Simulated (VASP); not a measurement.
BN (Qingsongite):

```
B N
1.0
     0.00000    1.80750    1.80750
     1.80750    0.00000    1.80750
     1.80750    1.80750    0.00000
B N
1 1
Cartesian
  0.0000 0.0000 0.0000
  0.9038 0.9038 0.9038
```

Base run:

| Item | Value |
| --- | --- |
| Program | VASP 6.6.1 |
| Functional | r2SCAN |
| Potentials or basis | VASP PAW PBE potentials, release 64 (B, N) |
| Cutoff | 520 eV |
| k mesh | 10 × 10 × 10 |
| Occupations | gaussian, width 0.05 eV |
| Spin | no spin polarisation |

Its results: band gap on the k mesh 4.98 eV, indirect (least direct gap 9.53 eV); pressure -0.6 GPa.

Task: The run is repeated on the same cell with these changes: potentials or basis from VASP PAW PBE potentials, release 64 (B, N) to VASP PAW PBE potentials, release 64 (B_h, N_h); cutoff from 520 eV to 910 eV. What comes out?

Result: Band gap on the k mesh 4.99 eV, indirect (least direct gap 9.55 eV); pressure -2.3 GPa.

Caveats: the PAW data sets were made with another functional, which shifts forces and pressure a little; the cutoff is under 1.25 times the usual one of these potentials, so pressure, stress and relaxed cells hold a basis-set (Pulay) error (some runs).

A k mesh can miss the band edges.
